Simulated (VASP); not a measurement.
Here is a VASP 6.6.1 calculation.

The input INCAR:

```
SYSTEM = SiC
PREC = Accurate
ENCUT = 520
EDIFF = 1E-6
ISMEAR = 0
SIGMA = 0.05
LREAL = .False.
LASPH = .True.
NELM = 60
ALGO = Normal
ISIF = 2
LWAVE = .False.
LCHARG = .False.
GGA = PS
NBANDS = 11
```

KPOINTS

```
regular mesh
0
Gamma
  20 20 20
  0 0 0
```

POSCAR

```
SiC
1.0
    0.0000000000      1.9031858706      1.9031858706
    1.9031858706      0.0000000000      1.9031858706
    1.9031858706      1.9031858706      0.0000000000
C Si
1 1
Direct
    0.0000000000      0.0000000000      0.0000000000
    0.5000000000      0.5000000000      0.5000000000
```

Potentials or basis: VASP PAW PBE potentials, release 64 (C, Si).

Command:

```bash
$ cat potpaw_PBE.64/C/POTCAR potpaw_PBE.64/Si/POTCAR > POTCAR
$ mpirun -np 1 vasp_std > vasp.out
```

Problem. Predict the pressure.

Solution. 67.0 GPa.

Problem. Predict the band gap on the k mesh.

Solution. 0.39 eV, indirect (least direct gap 5.51 eV).

Caveat: the PAW data sets were made with another functional, which shifts forces and pressure a little. A k mesh can miss the band edges.
